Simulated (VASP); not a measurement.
# V (Fd-3m) in VASP: single point with LDA

Aim: the single point of V with LDA.

All numbers are computed with VASP 6.6.1; they aren't measurements. Logs are shortened: lines on timing, memory, paths and dates and some standing lists are left out, and cuts for length are marked.

### 1 The cell of the first run

The structure is cubic, space group Fd-3m (No. 227). The conventional cell has a = 5.109 Å, b = 5.109 Å, c = 5.109 Å, α = 90.00°, β = 90.00°, γ = 90.00°. V (site symmetry -43m) has 4 V at 2.21 Å within 2.9 Å.

### 2 Single point, LDA

Input file INCAR:

```
PREC = Accurate
ENCUT = 520
EDIFF = 1E-6
ISMEAR = -1
SIGMA = 0.13605693000000002
LREAL = False
LASPH = True
NELM = 100
ALGO = Normal
ISIF = 2
LWAVE = False
LCHARG = False
GGA = CA
NBANDS = 20
```

Input file KPOINTS:

```
Automatic mesh
0
Gamma
  9 9 9
```

Input file POSCAR:

```
V
1.0
    0.0000000000      2.5547393599      2.5547393599
    2.5547393599      0.0000000000      2.5547393599
    2.5547393599      2.5547393599      0.0000000000
V
2
Direct
    0.0000000000      0.0000000000      0.0000000000
    0.2500000000      0.2500000000      0.2500000000
```

Potentials or basis: VASP PAW LDA potentials, release 64 (V_sv).

Launch:

```bash
> cat potpaw_LDA.64/V_sv/POTCAR > POTCAR
> mpirun -np 1 vasp_std > vasp.out
```

OUTCAR:

```text
PREC = Accurate
   ENCUT = 520
   EDIFF = 1E-6
   ISMEAR = -1
   LREAL = False
   LASPH = True
   NELM = 100
   ISIF = 2
   GGA = CA

 ion  position               nearest neighbor table
   1  0.000  0.000  0.000-   2 2.21   2 2.21   2 2.21   2 2.21
   2  0.250  0.250  0.250-   1 2.21   1 2.21   1 2.21   1 2.21

  LATTYP: Found a face centered cubic cell.
 ALAT       =     5.1094787198

  Lattice vectors:

 A1 = (   0.0000000000,   2.5547393599,   2.5547393599)
 A2 = (   2.5547393599,   0.0000000000,   2.5547393599)
 A3 = (   2.5547393599,   2.5547393599,   0.0000000000)

Analysis of symmetry for initial positions (statically):
=====================================================================
 Subroutine PRICEL returns:
 Original cell was already a primitive cell.

 Routine SETGRP: Setting up the symmetry group for a
 face centered cubic supercell.

 Subroutine GETGRP returns: Found 48 space group operations
 (whereof 24 operations were pure point group operations)
 out of a pool of 48 trial point group operations.

The static configuration has the point symmetry T_d .
 The point group associated with its full space group is O_h .

Analysis of symmetry for dynamics (positions and initial velocities):
=====================================================================
 Subroutine PRICEL returns:
 Original cell was already a primitive cell.

 Routine SETGRP: Setting up the symmetry group for a
 face centered cubic supercell.

 Subroutine GETGRP returns: Found 48 space group operations
 (whereof 24 operations were pure point group operations)
 out of a pool of 48 trial point group operations.

The dynamic configuration has the point symmetry T_d .
 The point group associated with its full space group is O_h .

 Subroutine INISYM returns: Found 48 space group operations
 (whereof 24 operations are pure point group operations),
 and found     1 'primitive' translations

----------------------------------------------------------------------------------------

                                     Primitive cell

  volume of cell :      33.3480

  direct lattice vectors                    reciprocal lattice vectors
     0.000000000  2.554739360  2.554739360    -0.195714681  0.195714681  0.195714681
     2.554739360  0.000000000  2.554739360     0.195714681 -0.195714681  0.195714681
     2.554739360  2.554739360  0.000000000     0.195714681  0.195714681 -0.195714681

  length of vectors
     3.612947051  3.612947051  3.612947051     0.338987772  0.338987772  0.338987772

  position of ions in fractional coordinates (direct lattice)
     0.000000000  0.000000000  0.000000000
     0.250000000  0.250000000  0.250000000

  ion indices of the primitive-cell ions
   primitive index   ion index
                 1           1
                 2           2

----------------------------------------------------------------------------------------

 KPOINTS: Automatic mesh

Automatic generation of k-mesh.
 Grid dimensions read from file:
 generate k-points for:    9    9    9

 Generating k-lattice:

  Cartesian coordinates                     Fractional coordinates (reciprocal lattice)
    -0.021746076  0.021746076  0.021746076     0.111111111  0.000000000  0.000000000
     0.021746076 -0.021746076  0.021746076     0.000000000  0.111111111  0.000000000
     0.021746076  0.021746076 -0.021746076     0.000000000  0.000000000  0.111111111

  Length of vectors
     0.037665308  0.037665308  0.037665308

  Shift w.r.t. Gamma in fractional coordinates (k-lattice)
     0.000000000  0.000000000  0.000000000

 Subroutine IBZKPT returns following result:
 ===========================================

 Found     35 irreducible k-points:

 Following reciprocal coordinates:
            Coordinates               Weight
  0.000000  0.000000  0.000000      1.000000
  0.111111  0.000000  0.000000      8.000000
  0.222222  0.000000  0.000000      8.000000
  0.333333  0.000000  0.000000      8.000000
  0.444444  0.000000  0.000000      8.000000
  0.111111  0.111111  0.000000      6.000000
[... 16 lines left out ...]
 -0.333333  0.333333  0.000000     12.000000
  0.444444  0.444444  0.000000      6.000000
 [... further k-points ...]
   k-points           NKPTS =     35   k-points in BZ     NKDIM =     35   number of bands    NBANDS=     20
   number of dos      NEDOS =    301   number of ions     NIONS =      2
   total plane-waves  NPLWV =  21952
   dimension x,y,z NGX =    28 NGY =   28 NGZ =   28
   dimension x,y,z NGXF=    56 NGYF=   56 NGZF=   56
   ions per type =               2
   NGX,Y,Z   is equivalent  to a cutoff of  12.88, 12.88, 12.88 a.u.
   NGXF,Y,Z  is equivalent  to a cutoff of  25.77, 25.77, 25.77 a.u.
 SYSTEM =  unknown system
   PREC   = accura    normal or accurate (medium, high low for compatibility)
   ISTART =      0    job   : 0-new  1-cont  2-samecut
   ICHARG =      2    charge: 1-file 2-atom 10-const
   ISPIN  =      1    spin polarized calculation?
   LNONCOLLINEAR =      F non collinear calculations
   LSORBIT =      F    spin-orbit coupling
   LASPH  =      T    aspherical Exc in radial PAW
   ENCUT  =  520.0 eV  38.22 Ry    6.18 a.u.   6.72  6.72  6.72*2*pi/ulx,y,z
   NELM   =    100;   NELMIN=  2; NELMDL= -5     # of ELM steps
   EDIFF  = 0.1E-05   stopping-criterion for ELM
   LREAL  =      F    real-space projection
   EDIFFG = 0.1E-04   stopping-criterion for IOM
   NSW    =      0    number of steps for IOM
   IBRION =     -1    ionic relax: 0-MD 1-quasi-New 2-CG
   NFREE  =      0    steps in history (QN), initial steepest desc. (CG)
   ISIF   =      2    stress and relaxation
   ISYM   =      2    0-nonsym 1-usesym 2-fastsym
   POTIM  = 0.5000    time-step for ionic-motion
   TEBEG  =    0.0;   TEEND  =   0.0 temperature during run
   PSTRESS=    0.0 pullay stress
   NELECT =      26.0000    total number of electrons
   NUPDOWN=      -1.0000    fix difference up-down
   EMIN   =  10.00;   EMAX   =-10.00  energy-range for DOS
   EFERMI =   0.00;   METHOD = LEGACY
   ISMEAR =    -1;   SIGMA  =   0.14  broadening in eV -4-tet -1-fermi 0-gaus
   EFERMI_NEDOS =   21; number of points for ismear=-14 and -15
   IALGO  =     38    algorithm
   IMIX   =      4    mixing-type and parameters
     AMIX     =   0.40;   BMIX     =  1.00
     AMIX_MAG =   1.60;   BMIX_MAG =  1.00
  volume/ion in A,a.u.               =      16.67       112.52
  Fermi-wavevector in a.u.,A,eV,Ry     =   1.506755  2.847354 30.889457  2.270311
  Thomas-Fermi vector in A             =   2.617431
   LORBIT       =      0    0 simple, 1 ext, 2 COOP (PROOUT), +10 PAW based schemes
   GGA     = CA    functional components
   LHFCALC =     F    Hartree Fock is set to
   AEXX    =    0.0000 exact exchange contribution
   IVDW    =     0    specifies the selected vdW correction
   LEPSILON=     F    determine dielectric tensor
   LRPA    =     F    only Hartree local field effects (RPA)
 non-spin polarized calculation
  energy-cutoff  :      520.00
  volume of cell :       33.35
 maximum number of plane-waves:       914
   NGX = 13   NGY = 13   NGZ = 13

 number of electron      25.9999988 magnetization

 Free energy of the ion-electron system (eV)
  ---------------------------------------------------
  ext. energy  EPLUGINS =         0.00000000
  ---------------------------------------------------
  free energy    TOTEN  =       -15.19236786 eV

  energy without entropy =      -14.93165458  energy(sigma->0) =      -15.06201122

 E-fermi :   7.0942     XC(G=0): -11.7092

 val. band max:        7.0811209000   @ k =   0.4444   0.4444   0.0000
 cond. band min:       7.1112938570   @ k =  -0.4444   0.4444   0.1111
 fundamental gap:      0.0301729570
 Fermi energy:         7.0942030595

 k-point     1 :       0.0000    0.0000    0.0000
  band No.  band energies     occupation
      1     -55.9280      2.00000
      2     -55.0120      2.00000
      3     -30.4180      2.00000
      4     -30.4180      2.00000
      5     -30.4180      2.00000
      6     -29.2926      2.00000
[... 12 lines left out ...]
     19      11.2743      0.00000
     20      20.9145      0.00000

 k-point     2 :       0.1111    0.0000    0.0000
  band No.  band energies     occupation
      1     -55.9080      2.00000
      2     -55.0332      2.00000
      3     -30.4371      2.00000
      4     -30.4371      2.00000
      5     -30.4206      2.00000
      6     -29.2923      2.00000
[... 12 lines left out ...]
     19      11.2623      0.00000
     20      18.7577      0.00000

 k-point     3 :       0.2222    0.0000    0.0000
  band No.  band energies     occupation
      1     -55.8525      2.00000
      2     -55.0919      2.00000
      3     -30.4827      2.00000
      4     -30.4827      2.00000
      5     -30.4286      2.00000
      6     -29.2895      2.00000
[... 12 lines left out ...]
     19      11.2047      0.00000
     20      16.3054      0.00000

 k-point     4 :       0.3333    0.0000    0.0000
  band No.  band energies     occupation
      1     -55.7766      2.00000
      2     -55.1713      2.00000
      3     -30.5306      2.00000
      4     -30.5306      2.00000
      5     -30.4402      2.00000
      6     -29.2835      2.00000
[... 12 lines left out ...]
     19      11.0578      0.00000
     20      13.9490      0.00000

 k-point     5 :       0.4444    0.0000    0.0000
  band No.  band energies     occupation
      1     -55.7138      2.00000
      2     -55.2364      2.00000
      3     -30.5600      2.00000
      4     -30.5600      2.00000
      5     -30.4490      2.00000
      6     -29.2779      2.00000
[... 12 lines left out ...]
     19      10.8450      0.00000
     20      12.2649      0.00000
[... 353 lines left out ...]
      6     -29.6663      2.00000
[... 12 lines left out ...]
     19      11.4627      0.00000
     20      13.4064      0.00000

 k-point    22 :      -0.4444    0.3333    0.0000
  band No.  band energies     occupation
      1     -55.5644      2.00000
      2     -55.3891      2.00000
      3     -30.7361      2.00000
      4     -30.6722      2.00000
      5     -30.0228      2.00000
      6     -29.6969      2.00000
[... 12 lines left out ...]
     19      11.3369      0.00000
     20      11.8168      0.00000

 k-point    23 :      -0.3333    0.3333    0.0000
  band No.  band energies     occupation
      1     -55.5908      2.00000
      2     -55.3623      2.00000
      3     -30.7470      2.00000
      4     -30.6384      2.00000
      5     -30.0917      2.00000
      6     -29.6196      2.00000
[... 12 lines left out ...]
     19      11.3470      0.00000
     20      12.3430      0.00000

 k-point    24 :       0.4444    0.4444    0.0000
  band No.  band energies     occupation
      1     -55.5562      2.00000
      2     -55.3974      2.00000
      3     -30.7057      2.00000
      4     -30.7057      2.00000
      5     -29.9644      2.00000
      6     -29.7728      2.00000
[... 12 lines left out ...]
     19      11.6216      0.00000
     20      12.7735      0.00000

 [... further k-points ...]
[... 5 lines left out ...]
  --------------------------------------------------------------------------------------
  -------------------------------------------------------------------------------------
  Total        0.1831220      0.1831220      0.1831220     -0.0000000      0.0000000      0.0000000
  in kB        8.7979473      8.7979473      8.7979473     -0.0000000      0.0000000      0.0000000
  external PRESSURE =       8.7979473 kB  Pullay stress =       0.0000000 kB

 VOLUME and BASIS-vectors are now :
 -----------------------------------------------------------------------------
  energy-cutoff  :      520.00
  volume of cell :       33.35
      direct lattice vectors                 reciprocal lattice vectors
     0.000000000  2.554739360  2.554739360    -0.195714681  0.195714681  0.195714681
     2.554739360  0.000000000  2.554739360     0.195714681 -0.195714681  0.195714681
     2.554739360  2.554739360  0.000000000     0.195714681  0.195714681 -0.195714681

 POSITION                                       TOTAL-FORCE (eV/Angst)
 -----------------------------------------------------------------------------------
      0.00000      0.00000      0.00000         0.000000      0.000000     -0.000000
      1.27737      1.27737      1.27737         0.000000     -0.000000      0.000000
 -----------------------------------------------------------------------------------
    total drift:                                0.000000      0.000000      0.000000

  FREE ENERGIE OF THE ION-ELECTRON SYSTEM (eV)
  ---------------------------------------------------
  free  energy   TOTEN  =       -15.1923678595 eV

  energy  without entropy=      -14.9316545827  energy(sigma->0) =      -15.06201122
```

Run time: 20 s. Hardware: 1 thread of Intel Xeon 6975P-C, shared host; peak memory 0.14 GiB.

What came out:

| Item | Value |
| --- | --- |
| Free energy | -15.1924 eV |
| Pressure | 0.9 GPa |
| Band gap on the k mesh | zero (band 13 reaches 7.59 eV, above the bottom of band 14 at 6.45 eV) |

Levels at points of the mesh, in eV from the Fermi level:
| k point | band 10 | band 11 | band 12 | band 13 | band 14 | band 15 | band 16 | band 17 |
| --- | --- | --- | --- | --- | --- | --- | --- | --- |
| (0.00, 0.00, 0.00) | -1.40 | -1.40 | -0.63 | -0.63 | -0.63 | 1.65 | 1.65 | 1.65 |
